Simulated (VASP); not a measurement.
# K3I2Br (P-3m1) in VASP: notebook

The runs below take K3I2Br through single point, with LDA.

Everything below comes from runs of VASP 6.6.1. Logs are shortened: lines on timing, memory, paths and dates and some standing lists are left out, and cuts for length are marked.

### 1 The cell of the first run

The structure is trigonal, space group P-3m1 (No. 164). The conventional cell has a = 4.475 Å, b = 4.475 Å, c = 12.493 Å, α = 90.00°, β = 90.00°, γ = 120.00°. K (site symmetry -3m) has 6 I at 3.38 Å and 6 K at 4.48 Å within 4.5 Å. Within 4.2 Å of K (site symmetry 3m) lie 3 Br at 3.20 Å and 3 I at 3.38 Å. I (site symmetry 3m) has 6 K at 3.38 Å and 6 I at 4.48 Å within 4.5 Å. Br (site symmetry -3m) has 6 K at 3.20 Å within 4.2 Å.

### 2 Single point, LDA

The input, INCAR:

```
ALGO = Normal ; EDIFF = 1E-7
ENCUT = 520 ; ISIF = 2
ISMEAR = 0 ; LASPH = T
LCHARG = T ; LELF = T
LREAL = F ; LVHAR = T
LWAVE = F ; NBANDS = 33
NELM = 100 ; PREC = Accurate
SIGMA = 0.05
```

The input, KPOINTS:

```
k-points
0
Gamma
  6 6 2
```

The input, POSCAR:

```
K3I2Br
1.0
    4.4755000000      0.0000000000      0.0000000000
   -2.2377500000      3.8758966946      0.0000000000
    0.0000000000      0.0000000000     12.4935000000
K I Br
3 2 1
Direct
    0.0000000000      0.0000000000      0.5000000000
    0.3333333333      0.6666666667      0.1515054509
    0.6666666667      0.3333333333      0.8484945491
    0.3333333333      0.6666666667      0.6743520507
    0.6666666667      0.3333333333      0.3256479493
    0.0000000000      0.0000000000      0.0000000000
```

Potentials or basis: VASP PAW LDA potentials, release 64 (K_sv, I, Br).

Launch:

```
$ cat potpaw_LDA.64/K_sv/POTCAR potpaw_LDA.64/I/POTCAR potpaw_LDA.64/Br/POTCAR > POTCAR
$ mpirun -np 1 vasp_std > vasp.out
```

OUTCAR:

```text
EDIFF = 1E-7
   ENCUT = 520
   ISIF = 2
   ISMEAR = 0
   LASPH = T
   LREAL = F
   NELM = 100
   PREC = Accurate

 ion  position               nearest neighbor table
   1  0.000  0.000  0.500-   4 3.38   5 3.38   4 3.38   5 3.38   5 3.38   4 3.38
   2  0.333  0.667  0.152-   6 3.20   6 3.20   6 3.20   5 3.38   5 3.38   5 3.38
   3  0.667  0.333  0.848-   6 3.20   6 3.20   6 3.20   4 3.38   4 3.38   4 3.38
   4  0.333  0.667  0.674-   3 3.38   3 3.38   3 3.38   1 3.38   1 3.38   1 3.38
   5  0.667  0.333  0.326-   2 3.38   2 3.38   2 3.38   1 3.38   1 3.38   1 3.38
   6  0.000  0.000  0.000-   2 3.20   3 3.20   2 3.20   3 3.20   3 3.20   2 3.20

  LATTYP: Found a hexagonal cell.
 ALAT       =     4.4755000000
 C/A-ratio  =     2.7915316724

  Lattice vectors:

 A1 = (   4.4755000000,   0.0000000000,   0.0000000000)
 A2 = (  -2.2377500000,   3.8758966946,   0.0000000000)
 A3 = (   0.0000000000,   0.0000000000,  12.4935000000)

Analysis of symmetry for initial positions (statically):
=====================================================================
 Subroutine PRICEL returns:
 Original cell was already a primitive cell.

 Routine SETGRP: Setting up the symmetry group for a
 hexagonal supercell.

 Subroutine GETGRP returns: Found 12 space group operations
 (whereof 12 operations were pure point group operations)
 out of a pool of 24 trial point group operations.

The static configuration has the point symmetry D_3d.

Analysis of symmetry for dynamics (positions and initial velocities):
=====================================================================
 Subroutine PRICEL returns:
 Original cell was already a primitive cell.

 Routine SETGRP: Setting up the symmetry group for a
 hexagonal supercell.

 Subroutine GETGRP returns: Found 12 space group operations
 (whereof 12 operations were pure point group operations)
 out of a pool of 24 trial point group operations.

The dynamic configuration has the point symmetry D_3d.

 Subroutine INISYM returns: Found 12 space group operations
 (whereof 12 operations are pure point group operations),
 and found     1 'primitive' translations

----------------------------------------------------------------------------------------

                                     Primitive cell

  volume of cell :     216.7194

  direct lattice vectors                    reciprocal lattice vectors
     4.475500000  0.000000000  0.000000000     0.223438722  0.129002406  0.000000000
    -2.237750000  3.875896695  0.000000000     0.000000000  0.258004813  0.000000000
     0.000000000  0.000000000 12.493500000     0.000000000  0.000000000  0.080041622

  length of vectors
     4.475500000  4.475500000 12.493500000     0.258004813  0.258004813  0.080041622

  position of ions in fractional coordinates (direct lattice)
     0.000000000  0.000000000  0.500000000
     0.333333333  0.666666667  0.151505451
     0.666666667  0.333333333  0.848494549
     0.333333333  0.666666667  0.674352051
     0.666666667  0.333333333  0.325647949
     0.000000000  0.000000000  0.000000000

  ion indices of the primitive-cell ions
   primitive index   ion index
                 1           1
                 2           2
                 3           3
                 4           4
                 5           5
                 6           6

----------------------------------------------------------------------------------------

 KPOINTS: k-points

Automatic generation of k-mesh.
 Grid dimensions read from file:
 generate k-points for:    6    6    2

 Generating k-lattice:

  Cartesian coordinates                     Fractional coordinates (reciprocal lattice)
     0.037239787  0.021500401  0.000000000     0.166666667 -0.000000000  0.000000000
     0.000000000  0.043000802  0.000000000     0.000000000  0.166666667  0.000000000
     0.000000000  0.000000000  0.040020811     0.000000000  0.000000000  0.500000000

  Length of vectors
     0.043000802  0.043000802  0.040020811

  Shift w.r.t. Gamma in fractional coordinates (k-lattice)
     0.000000000  0.000000000  0.000000000

 Subroutine IBZKPT returns following result:
 ===========================================

 Found     14 irreducible k-points:

 Following reciprocal coordinates:
            Coordinates               Weight
  0.000000  0.000000  0.000000      1.000000
  0.166667 -0.000000  0.000000      6.000000
  0.333333  0.000000  0.000000      6.000000
  0.500000  0.000000  0.000000      3.000000
  0.166667  0.166667  0.000000      6.000000
  0.333333  0.166667  0.000000     12.000000
  0.333333  0.333333  0.000000      2.000000
  0.000000  0.000000  0.500000      1.000000
  0.166667 -0.000000  0.500000      6.000000
  0.333333  0.000000  0.500000      6.000000
  0.500000  0.000000  0.500000      3.000000
  0.166667  0.166667  0.500000      6.000000
  0.333333  0.166667  0.500000     12.000000
  0.333333  0.333333  0.500000      2.000000
   k-points           NKPTS =     14   k-points in BZ     NKDIM =     14   number of bands    NBANDS=     33
   number of dos      NEDOS =    301   number of ions     NIONS =      6
   total plane-waves  NPLWV = 124416
   dimension x,y,z NGX =    36 NGY =   36 NGZ =   96
   dimension x,y,z NGXF=    72 NGYF=   72 NGZF=  192
   ions per type =               3   2   1
   NGX,Y,Z   is equivalent  to a cutoff of  13.37, 13.37, 12.77 a.u.
   NGXF,Y,Z  is equivalent  to a cutoff of  26.74, 26.74, 25.55 a.u.
 SYSTEM =  unknown system
   PREC   = accura    normal or accurate (medium, high low for compatibility)
   ISTART =      0    job   : 0-new  1-cont  2-samecut
   ICHARG =      2    charge: 1-file 2-atom 10-const
   ISPIN  =      1    spin polarized calculation?
   LNONCOLLINEAR =      F non collinear calculations
   LSORBIT =      F    spin-orbit coupling
   LASPH  =      T    aspherical Exc in radial PAW
   ENCUT  =  520.0 eV  38.22 Ry    6.18 a.u.   8.32  8.32 23.23*2*pi/ulx,y,z
   NELM   =    100;   NELMIN=  2; NELMDL= -5     # of ELM steps
   EDIFF  = 0.1E-06   stopping-criterion for ELM
   LREAL  =      F    real-space projection
   EDIFFG = 0.1E-05   stopping-criterion for IOM
   NSW    =      0    number of steps for IOM
   IBRION =     -1    ionic relax: 0-MD 1-quasi-New 2-CG
   NFREE  =      0    steps in history (QN), initial steepest desc. (CG)
   ISIF   =      2    stress and relaxation
   ISYM   =      2    0-nonsym 1-usesym 2-fastsym
   POTIM  = 0.5000    time-step for ionic-motion
   TEBEG  =    0.0;   TEEND  =   0.0 temperature during run
   PSTRESS=    0.0 pullay stress
   NELECT =      48.0000    total number of electrons
   NUPDOWN=      -1.0000    fix difference up-down
   EMIN   =  10.00;   EMAX   =-10.00  energy-range for DOS
   EFERMI =   0.00;   METHOD = LEGACY
   ISMEAR =     0;   SIGMA  =   0.05  broadening in eV -4-tet -1-fermi 0-gaus
   EFERMI_NEDOS =   21; number of points for ismear=-14 and -15
   IALGO  =     38    algorithm
   IMIX   =      4    mixing-type and parameters
     AMIX     =   0.40;   BMIX     =  1.00
     AMIX_MAG =   1.60;   BMIX_MAG =  1.00
  volume/ion in A,a.u.               =      36.12       243.75
  Fermi-wavevector in a.u.,A,eV,Ry     =   0.990503  1.871780 13.348634  0.981097
  Thomas-Fermi vector in A             =   2.122178
   LORBIT       =      0    0 simple, 1 ext, 2 COOP (PROOUT), +10 PAW based schemes
   GGA     = CA    functional components
   LHFCALC =     F    Hartree Fock is set to
   AEXX    =    0.0000 exact exchange contribution
   IVDW    =     0    specifies the selected vdW correction
   LEPSILON=     F    determine dielectric tensor
   LRPA    =     F    only Hartree local field effects (RPA)
 non-spin polarized calculation
 Gauss-broadening in eV      SIGMA  =   0.05
  energy-cutoff  :      520.00
  volume of cell :      216.72
 maximum number of plane-waves:      5875
 NGX is ok and might be reduce to    36
   NGX = 17   NGY = 17   NGZ = 47

 number of electron      48.0000000 magnetization

 Free energy of the ion-electron system (eV)
  ---------------------------------------------------
  ext. energy  EPLUGINS =         0.00000000
  ---------------------------------------------------
  free energy    TOTEN  =       -19.05792778 eV

  energy without entropy =      -19.05792778  energy(sigma->0) =      -19.05792778

 E-fermi :   0.5211     XC(G=0):  -8.2479

 val. band max:        0.2282957923   @ k =   0.0000   0.0000   0.0000
 cond. band min:       3.6740014100   @ k =   0.0000   0.0000   0.0000
 fundamental gap:      3.4457056177
 Fermi energy:         0.5210649729

 k-point     1 :       0.0000    0.0000    0.0000
  band No.  band energies     occupation
      1     -28.0401      2.00000
      2     -28.0355      2.00000
      3     -28.0063      2.00000
      4     -13.3958      2.00000
      5     -12.0696      2.00000
      6     -11.7731      2.00000
[... 25 lines left out ...]
     32       6.6680      0.00000
     33       7.2651      0.00000

 k-point     2 :       0.1667   -0.0000    0.0000
  band No.  band energies     occupation
      1     -28.0380      2.00000
      2     -28.0340      2.00000
      3     -28.0046      2.00000
      4     -13.3765      2.00000
      5     -12.0273      2.00000
      6     -11.9101      2.00000
[... 25 lines left out ...]
     32       7.0595      0.00000
     33       7.5952      0.00000
[... 394 lines left out ...]
     32       7.3357      0.00000
     33       8.0273      0.00000

 k-point    14 :       0.3333    0.3333    0.5000
  band No.  band energies     occupation
      1     -28.0297      2.00000
      2     -28.0297      2.00000
      3     -27.9986      2.00000
      4     -13.3115      2.00000
      5     -11.9680      2.00000
      6     -11.9680      2.00000
[... 25 lines left out ...]
     32       7.6275      0.00000
     33       7.6514      0.00000

------------------------ aborting loop because EDIFF is reached ----------------------------------------

  FORCE on cell =-STRESS in cart. coord.  units (eV):
  Direction    XX          YY          ZZ          XY          YZ          ZX
  --------------------------------------------------------------------------------------
  -------------------------------------------------------------------------------------
  Total        1.1761243      1.1761243     -0.6226457      0.0000000      0.0000000      0.0000000
  in kB        8.6949270      8.6949270     -4.6031351      0.0000000      0.0000000      0.0000000
  external PRESSURE =       4.2622396 kB  Pullay stress =       0.0000000 kB

 VOLUME and BASIS-vectors are now :
 -----------------------------------------------------------------------------
  energy-cutoff  :      520.00
  volume of cell :      216.72
      direct lattice vectors                 reciprocal lattice vectors
     4.475500000  0.000000000  0.000000000     0.223438722  0.129002406  0.000000000
    -2.237750000  3.875896695  0.000000000     0.000000000  0.258004813  0.000000000
     0.000000000  0.000000000 12.493500000     0.000000000  0.000000000  0.080041622

 POSITION                                       TOTAL-FORCE (eV/Angst)
 -----------------------------------------------------------------------------------
      0.00000      0.00000      6.24675         0.000000      0.000000      0.000000
     -0.00000      2.58393      1.89283        -0.000000      0.000000      0.002387
      2.23775      1.29197     10.60067         0.000000     -0.000000     -0.002387
     -0.00000      2.58393      8.42502         0.000000     -0.000000     -0.002586
      2.23775      1.29197      4.06848        -0.000000      0.000000      0.002586
      0.00000      0.00000      0.00000         0.000000      0.000000      0.000000
 -----------------------------------------------------------------------------------
    total drift:                               -0.000000      0.000000     -0.000000

  FREE ENERGIE OF THE ION-ELECTRON SYSTEM (eV)
  ---------------------------------------------------
  free  energy   TOTEN  =       -19.0579277846 eV

  energy  without entropy=      -19.0579277846  energy(sigma->0) =      -19.05792778
```

It took 59 s on 1 thread of Intel Xeon 6975P-C (Granite Rapids), shared host; peak memory 0.32 GiB.

What came out:

```yaml
Free_energy: -19.0579 eV
Pressure: 0.4 GPa
Band_gap_on_the_k_mesh: 3.45 eV
```

Forces in eV/Å, atoms in the order of the input:
```
K    0.000  0.000  0.000
K    0.000  0.000  0.002
K    0.000  0.000 -0.002
I    0.000  0.000 -0.003
I    0.000  0.000  0.003
Br   0.000  0.000  0.000
```

Caveat: spin-orbit coupling is left out, which moves the levels of the heavy elements.

[end of part 1 of 2]
